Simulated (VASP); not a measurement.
Crystal: LiCl.

```
CELL_PARAMETERS angstrom
1.90990 -4.84599 0.00000
1.90990 4.84599 0.00000
0.00000 0.00000 3.69919
ATOMIC_POSITIONS crystal
Li 0.86200 0.13800 0.75000
Li 0.13800 0.86200 0.25000
Cl 0.58300 0.41700 0.75000
Cl 0.41700 0.58300 0.25000
```

| Quantity | Value |
| --- | --- |
| Program | VASP 6.6.1 |
| Task | relaxation of cell and atoms |
| Functional | PBE |
| Potentials or basis | VASP PAW PBE potentials, release 64 (Li_sv, Cl) |
| Cutoff | 600 eV |
| k mesh | 6 × 6 × 6 |
| Occupations | gaussian, width 0.1 eV |
| Spin | no spin polarisation |

At the start: pressure 10.3 GPa; volume 17.12 Å³/atom.

How do energy, volume and symmetry change on relaxing?

Over 21 steps the energy falls by 768.0 meV/atom and the volume is 19.26 Å³/atom (+12.5 %); space group Cmcm (No. 63, to 0.05 Å).

Step by step:
| step | energy change (eV) | largest force (eV/Å) | pressure (GPa) | volume (Å³) |
| --- | --- | --- | --- | --- |
| 1 | 0.0000 | 5.8970 | 10.29 | 68.47 |
| 2 | -2.4488 | 1.1182 | -2.54 | 79.41 |
| 3 | -2.4963 | 0.9136 | -2.96 | 80.59 |
| 4 | -2.5325 | 0.5877 | -3.53 | 82.96 |
| 5 | -2.5315 | 0.6326 | -3.46 | 82.58 |
| 6 | -2.7016 | 0.4666 | -2.33 | 77.54 |
| 7 | -2.8427 | 0.1018 | 0.43 | 70.25 |
| 8 | -2.8482 | 0.0273 | 1.49 | 68.34 |
| 9 | -2.9165 | 0.0959 | 1.55 | 68.48 |
| 10 | -2.9521 | 0.2151 | 2.87 | 68.27 |
| 11 | -2.9691 | 0.1834 | 2.23 | 68.44 |
| 12 | -3.0161 | 0.2149 | 0.08 | 73.25 |
| 13 | -3.0182 | 0.2187 | -0.41 | 74.61 |
| 14 | -3.0322 | 0.1910 | -0.29 | 74.83 |
| 15 | -3.0455 | 0.1413 | -0.06 | 75.20 |
| 16 | -3.0462 | 0.1255 | 0.01 | 75.30 |
| 17 | -3.0594 | 0.0949 | 0.06 | 75.53 |
| 18 | -3.0653 | 0.0895 | 0.47 | 76.21 |
| 19 | -3.0702 | 0.0435 | 0.23 | 75.90 |
| 20 | -3.0705 | 0.0348 | 0.26 | 75.95 |
| 21 | -3.0718 | 0.0278 | -0.10 | 77.06 |

Final structure:
```
Li Cl
1.0
     1.75967   -6.16584    0.00000
     1.75967    6.16584    0.00000
     0.00000    0.00000    3.55099
Li Cl
2 2
Direct
  0.83831 0.16169 0.75000
  0.16169 0.83831 0.25000
  0.63969 0.36031 0.75000
  0.36031 0.63969 0.25000
```

Caveat: the cutoff is under 1.25 times the usual one of these potentials, so pressure, stress and relaxed cells hold a basis-set (Pulay) error.
